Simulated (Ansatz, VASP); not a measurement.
One calculation of Hf, two programs

```xyz
1
Lattice="0.0016 2.2239 2.2394 2.1928 0.0159 2.2251 2.2163 2.2330 -0.0075" Properties=species:S:1:pos:R:3 pbc="T T T"
Hf   -0.2167    0.0586   -0.0054
```

Change from the starting cell: cell strained at random at fixed volume.

Alike in both runs: functional PBEsol; dispersion D4; k mesh 10 × 10 × 10; occupations methfessel-paxton of order 1, width 0.1 eV; no spin polarisation; Hubbard terms Hf d U = 6.2 eV.

|  | VASP | Ansatz |
| --- | --- | --- |
| version | VASP 6.6.1 | Ansatz 0.2.0 |
| potentials or method | VASP PAW PBE potentials, release 64 (Hf_pv) | Ansatz PAW |
| plane-wave cutoff (eV) | 520 | 420 |
| valence electrons in the cell | 10 | 26 |
| task | single point | electrostatic potential |

VASP gave:

| Property | Result |
| --- | --- |
| gap on the k mesh at the Fermi level (eV) | none |
| pressure (GPa) | 20.8 |
| traceless stress, the component that is largest in VASP (GPa) | -1.56 |

Task: Which values does Ansatz return?

Result: gap on the k mesh at the Fermi level (eV): none; pressure (GPa): 9.9; traceless stress, the component that is largest in VASP (GPa): -0.16.

VASP's potentials were made for PBE, not for PBEsol. The programs project onto different local orbitals, so the same U acts differently, and such runs can settle in different states. A gap of «none» marks a metal or a gap that the smearing closes. VASP's potentials hold 10 valence electrons a cell and Ansatz's 26, so a difference there can come from the potentials and not from the codes.

Neither program's run includes spin-orbit coupling.
